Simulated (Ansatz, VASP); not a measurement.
# BaS in VASP and in Ansatz

```xyz
2
Lattice="0.0000 3.1938 3.1299 3.1938 0.0000 3.1299 3.1938 3.1938 0.0000" Properties=species:S:1:pos:R:3 pbc="T T T"
Ba    0.0000    0.0000    0.0000
S     3.1938    3.1938    3.1299
```

Change from the starting cell: strain -0.0200 x Voigt [0, 0, 1, 0, 0, 0], atoms carried along.

Alike in both runs: task single point; functional PBE; k mesh 8 × 8 × 8; occupations gaussian, width 0.05 eV; no spin polarisation.

|  | VASP | Ansatz |
| --- | --- | --- |
| version | VASP 6.6.1 | Ansatz 0.2.0 |
| potentials or method | VASP PAW PBE potentials, release 64 (Ba_sv, S), cutoff 520 eV | scalar-relativistic, plane waves, PAW |
| valence electrons in the cell | 16 | 16 |

VASP gave:

```
gap on the k mesh at the Fermi level (eV)                     : 2.01
least direct gap on the mesh (eV)                             : 2.14
pressure (GPa)                                                : 2.5
traceless stress, the component that is largest in VASP (GPa) : 1.36
```

Task: Which values does Ansatz return?

Result: gap on the k mesh at the Fermi level (eV): 2.12; least direct gap on the mesh (eV): 2.22; pressure (GPa): 1.8; traceless stress, the component that is largest in VASP (GPa): 1.24.

With one functional, cell and mesh, what is left measures potentials, basis and numerics.

Spin-orbit coupling is off throughout.
